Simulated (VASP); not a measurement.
Input of a VASP 6.6.1 run:

Contents of INCAR:

```
PREC = Accurate
ENCUT = 600
EDIFF = 1E-6
ISMEAR = 0
SIGMA = 0.1
LREAL = False
LASPH = True
NELM = 60
ALGO = Normal
ISIF = 3
LWAVE = False
LCHARG = False
GGA = PE
IBRION = 2
NSW = 90
EDIFFG = -0.04
```

The input KPOINTS:

```
Automatic mesh
0
Gamma
  6 6 6
```

Contents of POSCAR:

```
B3Ir
1.0
    4.5762672315      0.0000000000      0.0000000000
   -2.2881336157      3.9631636770      0.0000000000
    0.0000000000      0.0000000000      3.6731605361
B Ir
6 2
Direct
    0.8330000000      0.6660000000      0.2500000000
    0.1670000000      0.8330000000      0.7500000000
    0.3340000000      0.1670000000      0.2500000000
    0.1670000000      0.3340000000      0.7500000000
    0.8330000000      0.1670000000      0.2500000000
    0.6660000000      0.8330000000      0.7500000000
    0.3333333333      0.6666666667      0.2500000000
    0.6666666667      0.3333333333      0.7500000000
```

Potentials or basis: VASP PAW PBE potentials, release 64 (B, Ir).

The run is started by

```sh
$ cat potpaw_PBE.64/B/POTCAR potpaw_PBE.64/Ir/POTCAR > POTCAR
$ mpirun -np 1 vasp_std > vasp.out
```

Problem. What does it give for the relaxed volume?

Solution. 9.87 Å³/atom.

Problem. Estimate the space group after relaxing (to 0.05 Å).

Solution. P6_3/mmc (No. 194).

Problem. Estimate the relaxed cell.

Solution. a = 4.304 Å, b = 4.304 Å, c = 4.921 Å, α = 90.00°, β = 90.00°, γ = 120.00°.

Stress tensor (GPa, compression positive):
```
0.20 0.00 0.00
0.00 0.20 0.00
0.00 0.00 0.46
```

Caveat: the volume moved by over 15 % at a fixed basis, so the end points are rough.
